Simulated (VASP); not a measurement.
Li, 1 atom in the cell. The structure is cubic, space group Im-3m (No. 229). Conventional cell: a = 3.500 Å, b = 3.500 Å, c = 3.500 Å, α = 90.00°, β = 90.00°, γ = 90.00°. Li (site symmetry m-3m) has 14 Li at 3.03 to 3.50 Å within 4.0 Å. 

| Quantity | Value |
| --- | --- |
| Program | VASP 6.6.1 |
| Task | single point |
| Functional | r2SCAN |
| Potentials or basis | VASP PAW PBE potentials, release 64 (Li_sv) |
| Cutoff | 520 eV |
| k mesh | 22 × 22 × 22 |
| Occupations | gaussian, width 0.15 eV |
| Spin | no spin polarisation |
| Dipole correction | no |
| Further INCAR settings | ALGO = Normal; EDIFF = 1e-07; NBANDS = 8 |

Potentials or basis: VASP PAW PBE potentials, release 64 (Li_sv).

Launch:

```bash
$ cat potpaw_PBE.64/Li_sv/POTCAR > POTCAR
$ cp INCAR.step1 INCAR
$ mpirun -np 1 vasp_std > vasp.out
$ cp INCAR.step2 INCAR
$ mpirun -np 1 vasp_std > vasp.out
```

Hardware: 1 thread of Intel Xeon 8259CL, on a shared host.

Task: Estimate the wall time of this run.

Result: Wall time 3.6 min on 1 thread of Intel Xeon 8259CL (shared host), peak memory 0.17 GiB. Counts: k points 328.
